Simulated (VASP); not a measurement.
# ZnAs2C (P-4m2) in VASP: notebook

The runs below take ZnAs2C through single point, with r2SCAN.

Everything below comes from runs of VASP 6.6.1. Logs are shortened: lines on timing, memory, paths and dates and some standing lists are left out, and cuts for length are marked.

### 1 The cell of the first run

It takes space group P-4m2 (No. 115, tetragonal). Conventional cell: a = 3.521 Å, b = 3.521 Å, c = 10.620 Å, α = 90.00°, β = 90.00°, γ = 90.00°. Within 3.1 Å of Zn (site symmetry 2mm) lie 4 As at 2.35 to 2.40 Å. Within 3.1 Å of As (site symmetry -4m2) lie 4 Zn at 2.35 Å. Within 2.8 Å of As (site symmetry 2mm) lie 2 C at 2.08 Å and 2 Zn at 2.40 Å. Within 2.7 Å of As (site symmetry -4m2) lie 4 C at 2.04 Å. Within 2.7 Å of C (site symmetry 2mm) lie 4 As at 2.04 to 2.08 Å.

### 2 Single point, r2SCAN (16.46 Å³/atom)

The input, POSCAR:

```
ZnAs2C
1.0
    3.5212135940      0.0000000000      0.0000000000
    0.0000000000      3.5212135940      0.0000000000
    0.0000000000      0.0000000000     10.6200645011
Zn As C
2 4 2
Direct
    0.5000000000      0.0000000000      0.8539916861
    0.0000000000      0.5000000000      0.1460083139
    0.5000000000      0.5000000000      0.0000000000
    0.0000000000      0.0000000000      0.2998228997
    0.5000000000      0.5000000000      0.5000000000
    0.0000000000      0.0000000000      0.7001771003
    0.5000000000      0.0000000000      0.4035748780
    0.0000000000      0.5000000000      0.5964251220
```

The input, INCAR.step1:

```
PREC = Accurate ; ENCUT = 660
ISMEAR = -1 ; SIGMA = 0.02
LREAL = False ; LASPH = True
NELM = 120 ; NBANDS = 36
GGA = PE ; ALGO = Normal
EDIFF = 1E-5 ; LWAVE = True
LCHARG = False ; GGA_COMPAT = False
```

The input, INCAR.step2:

```
PREC = Accurate ; ENCUT = 660
EDIFF = 1E-6 ; ISMEAR = -1
SIGMA = 0.02 ; LREAL = False
LASPH = True ; NELM = 120
ALGO = Normal ; ISIF = 2
LWAVE = False ; LCHARG = True
METAGGA = R2SCAN ; LMIXTAU = True
LELF = True ; LVHAR = True
NBANDS = 36 ; ISTART = 1
GGA_COMPAT = False
```

The input, KPOINTS:

```
regular mesh
0
Gamma
  6 6 2
```

Potentials or basis: VASP PAW PBE potentials, release 64 (Zn, As, C).

Command:

```sh
$ cat potpaw_PBE.64/Zn/POTCAR potpaw_PBE.64/As/POTCAR potpaw_PBE.64/C/POTCAR > POTCAR
$ cp INCAR.step1 INCAR
$ mpirun -np 1 vasp_std > vasp.out
$ cp INCAR.step2 INCAR
$ mpirun -np 1 vasp_std > vasp.out
```

OUTCAR:

```text
PREC = Accurate
   ENCUT = 660
   EDIFF = 1E-6
   ISMEAR = -1
   LREAL = False
   LASPH = True
   NELM = 120
   ISIF = 2
   METAGGA = R2SCAN
   ISTART = 1

 ion  position               nearest neighbor table
   1  0.500  0.000  0.854-   3 2.35   3 2.35   6 2.40   6 2.40
   2  0.000  0.500  0.146-   3 2.35   3 2.35   4 2.40   4 2.40
   3  0.500  0.500  0.000-   1 2.35   2 2.35   1 2.35   2 2.35
   4  0.000  0.000  0.300-   7 2.08   7 2.08   2 2.40   2 2.40
   5  0.500  0.500  0.500-   7 2.04   8 2.04   7 2.04   8 2.04
   6  0.000  0.000  0.700-   8 2.08   8 2.08   1 2.40   1 2.40
   7  0.500  0.000  0.404-   5 2.04   5 2.04   4 2.08   4 2.08
   8  0.000  0.500  0.596-   5 2.04   5 2.04   6 2.08   6 2.08

  LATTYP: Found a simple tetragonal cell.
 ALAT       =     3.5212135940
 C/A-ratio  =     3.0160239411

  Lattice vectors:

 A1 = (   3.5212135940,   0.0000000000,   0.0000000000)
 A2 = (   0.0000000000,   3.5212135940,   0.0000000000)
 A3 = (   0.0000000000,   0.0000000000,  10.6200645011)

Analysis of symmetry for initial positions (statically):
=====================================================================
 Subroutine PRICEL returns:
 Original cell was already a primitive cell.

 Routine SETGRP: Setting up the symmetry group for a
 simple tetragonal supercell.

 Subroutine GETGRP returns: Found  8 space group operations
 (whereof  8 operations were pure point group operations)
 out of a pool of 16 trial point group operations.

The static configuration has the point symmetry D_2d.

Analysis of symmetry for dynamics (positions and initial velocities):
=====================================================================
 Subroutine PRICEL returns:
 Original cell was already a primitive cell.

 Routine SETGRP: Setting up the symmetry group for a
 simple tetragonal supercell.

 Subroutine GETGRP returns: Found  8 space group operations
 (whereof  8 operations were pure point group operations)
 out of a pool of 16 trial point group operations.

The dynamic configuration has the point symmetry D_2d.

 Subroutine INISYM returns: Found  8 space group operations
 (whereof  8 operations are pure point group operations),
 and found     1 'primitive' translations

----------------------------------------------------------------------------------------

                                     Primitive cell

  volume of cell :     131.6776

  direct lattice vectors                    reciprocal lattice vectors
     3.521213594  0.000000000  0.000000000     0.283992997  0.000000000  0.000000000
     0.000000000  3.521213594  0.000000000     0.000000000  0.283992997  0.000000000
     0.000000000  0.000000000 10.620064501     0.000000000  0.000000000  0.094161387

  length of vectors
     3.521213594  3.521213594 10.620064501     0.283992997  0.283992997  0.094161387

  position of ions in fractional coordinates (direct lattice)
     0.500000000  0.000000000  0.853991686
     0.000000000  0.500000000  0.146008314
     0.500000000  0.500000000  0.000000000
     0.000000000  0.000000000  0.299822900
     0.500000000  0.500000000  0.500000000
     0.000000000  0.000000000  0.700177100
     0.500000000  0.000000000  0.403574878
     0.000000000  0.500000000  0.596425122

  ion indices of the primitive-cell ions
   primitive index   ion index
                 1           1
                 2           2
                 3           3
                 4           4
                 5           5
                 6           6
                 7           7
                 8           8

----------------------------------------------------------------------------------------

 KPOINTS: regular mesh

Automatic generation of k-mesh.
 Grid dimensions read from file:
 generate k-points for:    6    6    2

 Generating k-lattice:

  Cartesian coordinates                     Fractional coordinates (reciprocal lattice)
     0.047332166  0.000000000  0.000000000     0.166666667  0.000000000  0.000000000
     0.000000000  0.047332166  0.000000000     0.000000000  0.166666667  0.000000000
     0.000000000  0.000000000  0.047080693     0.000000000  0.000000000  0.500000000

  Length of vectors
     0.047332166  0.047332166  0.047080693

  Shift w.r.t. Gamma in fractional coordinates (k-lattice)
     0.000000000  0.000000000  0.000000000

 Subroutine IBZKPT returns following result:
 ===========================================

 Found     20 irreducible k-points:

 Following reciprocal coordinates:
            Coordinates               Weight
  0.000000  0.000000  0.000000      1.000000
  0.166667  0.000000  0.000000      4.000000
  0.333333  0.000000  0.000000      4.000000
  0.500000  0.000000  0.000000      2.000000
  0.166667  0.166667  0.000000      4.000000
  0.333333  0.166667  0.000000      8.000000
[... 12 lines left out ...]
  0.500000  0.333333  0.500000      4.000000
  0.500000  0.500000  0.500000      1.000000
   k-points           NKPTS =     20   k-points in BZ     NKDIM =     20   number of bands    NBANDS=     36
   number of dos      NEDOS =    301   number of ions     NIONS =      8
   total plane-waves  NPLWV =  81000
   dimension x,y,z NGX =    30 NGY =   30 NGZ =   90
   dimension x,y,z NGXF=    60 NGYF=   60 NGZF=  180
   ions per type =               2   4   2
   NGX,Y,Z   is equivalent  to a cutoff of  14.16, 14.16, 14.09 a.u.
   NGXF,Y,Z  is equivalent  to a cutoff of  28.33, 28.33, 28.18 a.u.
 SYSTEM =  unknown system
   PREC   = accura    normal or accurate (medium, high low for compatibility)
   ISTART =      1    job   : 0-new  1-cont  2-samecut
   ICHARG =      0    charge: 1-file 2-atom 10-const
   ISPIN  =      1    spin polarized calculation?
   LNONCOLLINEAR =      F non collinear calculations
   LSORBIT =      F    spin-orbit coupling
   LASPH  =      T    aspherical Exc in radial PAW
   ENCUT  =  660.0 eV  48.51 Ry    6.96 a.u.   7.38  7.38 22.25*2*pi/ulx,y,z
   NELM   =    120;   NELMIN=  2; NELMDL=  0     # of ELM steps
   EDIFF  = 0.1E-05   stopping-criterion for ELM
   LREAL  =      F    real-space projection
   EDIFFG = 0.1E-04   stopping-criterion for IOM
   NSW    =      0    number of steps for IOM
   IBRION =     -1    ionic relax: 0-MD 1-quasi-New 2-CG
   NFREE  =      0    steps in history (QN), initial steepest desc. (CG)
   ISIF   =      2    stress and relaxation
   ISYM   =      2    0-nonsym 1-usesym 2-fastsym
   POTIM  = 0.5000    time-step for ionic-motion
   TEBEG  =    0.0;   TEEND  =   0.0 temperature during run
   PSTRESS=    0.0 pullay stress
   NELECT =      52.0000    total number of electrons
   NUPDOWN=      -1.0000    fix difference up-down
   EMIN   =  10.00;   EMAX   =-10.00  energy-range for DOS
   EFERMI =   0.00;   METHOD = LEGACY
   ISMEAR =    -1;   SIGMA  =   0.02  broadening in eV -4-tet -1-fermi 0-gaus
   EFERMI_NEDOS =   21; number of points for ismear=-14 and -15
   IALGO  =     38    algorithm
   IMIX   =      4    mixing-type and parameters
     AMIX     =   0.40;   BMIX     =  1.00
     AMIX_MAG =   1.60;   BMIX_MAG =  1.00
  volume/ion in A,a.u.               =      16.46       111.08
  Fermi-wavevector in a.u.,A,eV,Ry     =   1.201080  2.269712 19.627676  1.442593
  Thomas-Fermi vector in A             =   2.336899
   LORBIT       =      0    0 simple, 1 ext, 2 COOP (PROOUT), +10 PAW based schemes
   METAGGA = R2SCAN    functional components
   LHFCALC =     F    Hartree Fock is set to
   AEXX    =    0.0000 exact exchange contribution
   IVDW    =     0    specifies the selected vdW correction
   LEPSILON=     F    determine dielectric tensor
   LRPA    =     F    only Hartree local field effects (RPA)
 non-spin polarized calculation
  energy-cutoff  :      660.00
  volume of cell :      131.68
 maximum number of plane-waves:      5157
 NGX is ok and might be reduce to    30
   NGX = 15   NGY = 15   NGZ = 45

 number of electron      52.0000020 magnetization

 Free energy of the ion-electron system (eV)
  ---------------------------------------------------
  ext. energy  EPLUGINS =         0.00000000
  ---------------------------------------------------
  free energy    TOTEN  =       -91.69065506 eV

  energy without entropy =      -91.68568164  energy(sigma->0) =      -91.68816835

 E-fermi :   4.9603     XC(G=0): -10.9972

 val. band max:        4.9566450814   @ k =   0.3333   0.0000   0.5000
 cond. band min:       4.9673518230   @ k =   0.3333   0.0000   0.0000
 fundamental gap:      0.0107067416
 Fermi energy:         4.9603275743

 k-point     1 :       0.0000    0.0000    0.0000
  band No.  band energies     occupation
      1     -13.1404      2.00000
      2     -10.7029      2.00000
      3      -8.1421      2.00000
      4      -7.0656      2.00000
      5      -4.9529      2.00000
      6      -3.1190      2.00000
[... 28 lines left out ...]
     35      10.5126      0.00000
     36      10.9689      0.00000

 k-point     2 :       0.1667    0.0000    0.0000
  band No.  band energies     occupation
      1     -12.8613      2.00000
      2     -10.4981      2.00000
      3      -7.9828      2.00000
      4      -7.0646      2.00000
      5      -5.2450      2.00000
      6      -3.2493      2.00000
[... 28 lines left out ...]
     35      10.6399      0.00000
     36      10.8119      0.00000

 k-point     3 :       0.3333    0.0000    0.0000
  band No.  band energies     occupation
      1     -12.0661      2.00000
      2     -10.1615      2.00000
      3      -8.0342      2.00000
      4      -7.0225      2.00000
      5      -5.6476      2.00000
      6      -4.5847      2.00000
[... 28 lines left out ...]
     35      10.0051      0.00000
     36      11.3510      0.00000
[... 586 lines left out ...]
 k-point    19 :       0.5000    0.3333    0.5000
  band No.  band energies     occupation
      1     -10.0244      2.00000
      2      -9.4777      2.00000
      3      -7.5083      2.00000
      4      -7.1269      2.00000
      5      -6.3103      2.00000
      6      -6.1856      2.00000
[... 28 lines left out ...]
     35      10.2354      0.00000
     36      10.7039      0.00000

 k-point    20 :       0.5000    0.5000    0.5000
  band No.  band energies     occupation
      1      -8.6971      2.00000
      2      -8.6558      2.00000
      3      -8.6558      2.00000
      4      -7.4237      2.00000
      5      -7.1527      2.00000
      6      -5.9581      2.00000
[... 28 lines left out ...]
     35      11.3381      0.00000
     36      11.6964      0.00000

------------------------ aborting loop because EDIFF is reached ----------------------------------------

  FORCE on cell =-STRESS in cart. coord.  units (eV):
  Direction    XX          YY          ZZ          XY          YZ          ZX
  --------------------------------------------------------------------------------------
  -------------------------------------------------------------------------------------
  Total        2.6560519      2.6560519      2.4688976      0.0000000      0.0000000      0.0000000
  in kB       32.3173134     32.3173134     30.0401270      0.0000000      0.0000000      0.0000000
  external PRESSURE =      31.5582513 kB  Pullay stress =       0.0000000 kB

 VOLUME and BASIS-vectors are now :
 -----------------------------------------------------------------------------
  energy-cutoff  :      660.00
  volume of cell :      131.68
      direct lattice vectors                 reciprocal lattice vectors
     3.521213594  0.000000000  0.000000000     0.283992997  0.000000000  0.000000000
     0.000000000  3.521213594  0.000000000     0.000000000  0.283992997  0.000000000
     0.000000000  0.000000000 10.620064501     0.000000000  0.000000000  0.094161387

 POSITION                                       TOTAL-FORCE (eV/Angst)
 -----------------------------------------------------------------------------------
      1.76061      0.00000      9.06945        -0.000000      0.000000     -0.040465
      0.00000      1.76061      1.55062         0.000000      0.000000      0.040465
      1.76061      1.76061      0.00000         0.000000      0.000000      0.000000
      0.00000      0.00000      3.18414         0.000000      0.000000     -0.086675
      1.76061      1.76061      5.31003         0.000000     -0.000000      0.000000
      0.00000      0.00000      7.43593         0.000000      0.000000      0.086675
      1.76061      0.00000      4.28599         0.000000      0.000000      0.075033
      0.00000      1.76061      6.33407         0.000000      0.000000     -0.075033
 -----------------------------------------------------------------------------------
    total drift:                                0.000000      0.000000      0.000000

  FREE ENERGIE OF THE ION-ELECTRON SYSTEM (eV)
  ---------------------------------------------------
  free  energy   TOTEN  =       -91.6906550574 eV

  energy  without entropy=      -91.6856816439  energy(sigma->0) =      -91.68816835
```

Run time: 3.8 min. Hardware: 1 thread of Intel Xeon 6975P-C (Granite Rapids), shared host; peak memory 0.38 GiB.

What came out:

| Item | Value |
| --- | --- |
| Free energy | -91.6907 eV |
| Pressure | 3.2 GPa |
| Largest force | 0.087 eV/Å |
| Band gap on the k mesh | zero (bands 26 and 27 overlap by 0.13 eV) |

Forces on the atoms (eV/Å):
```
Zn   0.000  0.000 -0.040
Zn   0.000  0.000  0.040
As   0.000  0.000  0.000
As   0.000  0.000 -0.087
As   0.000  0.000  0.000
As   0.000  0.000  0.087
C    0.000  0.000  0.075
C    0.000  0.000 -0.075
```

Stress tensor (GPa, compression positive):
```
3.23 0.00 0.00
0.00 3.23 0.00
0.00 0.00 3.00
```

Caveat: the cell stands under pressure; semilocal functionals underestimate gaps, and a narrow one can read as zero; the PAW data sets were made with another functional, which shifts forces and pressure a little.

(Continued in part 2 of 2.)

The gap in the log of VASP goes by the Fermi energy; the results here count the filled bands.